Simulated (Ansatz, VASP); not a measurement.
Hf2Sc: VASP beside Ansatz

```
Hf Sc
1.0
     3.19427    0.00000    0.00000
    -1.59713    2.76632    0.00000
     0.00000    0.00000   12.42440
Hf Sc
4 2
Direct
  0.33333 0.66667 0.62750
  0.66667 0.33333 0.12750
  0.33333 0.66667 0.87250
  0.66667 0.33333 0.37250
  0.33333 0.66667 0.25000
  0.66667 0.33333 0.75000
```

Alike in both runs: task relaxation of cell and atoms; functional PBE; k mesh 6 × 6 × 2; occupations gaussian, width 0.1 eV; no spin polarisation.

|  | VASP | Ansatz |
| --- | --- | --- |
| version | VASP 6.6.1 | Ansatz 0.2.0 |
| potentials or method | VASP PAW PBE potentials, release 64 (Hf_pv, Sc_sv), cutoff 600 eV | scalar-relativistic, plane waves, PAW |
| valence electrons in the cell | 62 | 126 |

|  | VASP | Ansatz | Ansatz less VASP |
| --- | --- | --- | --- |
| gap on the k mesh at the Fermi level, each at its own relaxed structure (eV) | none | none | - |
| relaxed volume (Å³/atom) | 22.99 | 23.05 | +0.059 |
| relaxed cell length with the largest relative difference (Å) | 3.219 | 3.224 | +0.0050 |

A gap of «none» marks a metal or a gap that the smearing closes. VASP's potentials hold 62 valence electrons a cell and Ansatz's 126, so a difference there can come from the potentials and not from the codes.

The k mesh is coarse, so the values compare programs but aren't converged. Spin-orbit coupling is off throughout. Noted on VASP's run: the volume moved by over 15 % at a fixed basis, so the end points are rough.
